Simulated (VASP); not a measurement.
Runs of VASP 6.6.1 on BN. The structure is that of space group Cm (No. 8), or close to it. The cells are those of the table. 

```csv
cell,gap on the mesh (eV),pressure (GPa),largest force (eV/Å)
"a = 2.541, b = 2.541, c = 13.035 Å, angles 77.3, 77.3, 60.0°, 12 atoms",(a),2.9,4.77
"a = 2.541, b = 2.541, c = 12.869 Å, angles 80.1, 80.1, 60.0°, 12 atoms",2.32,(b),3.95
"a = 2.541, b = 2.541, c = 12.615 Å, angles 88.6, 88.6, 60.0°, 12 atoms",5.03,0.1,1.80
"a = 2.541, b = 2.541, c = 12.743 Å, angles 82.8, 82.8, 60.0°, 12 atoms",2.67,(c),1.39
"a = 2.541, b = 2.541, c = 12.658 Å, angles 85.7, 85.7, 60.0°, 12 atoms",2.43,0.1,2.36
```

Alike in all rows: task single point; level PBEsol; potentials or basis VASP PAW PBE potentials, release 64 (B, N); no spin polarisation; k mesh 10 × 10 × 2; cutoff (eV) 600; smearing gaussian 0.05 eV.

Task: Estimate the missing entries.

Result: (a) 2.61; (b) 3.3; (c) 0.4.

Caveats: the PAW data sets were made with another functional, which shifts forces and pressure a little; the stress differs along the axes, from -6 to 18 GPa (at least some runs); the stress differs along the axes, from -7 to 20 GPa (at least some runs); the stress differs along the axes, from -6 to 8 GPa (at least some runs); the stress differs along the axes, from -6 to 7 GPa (at least some runs).

A k mesh can miss the band edges.
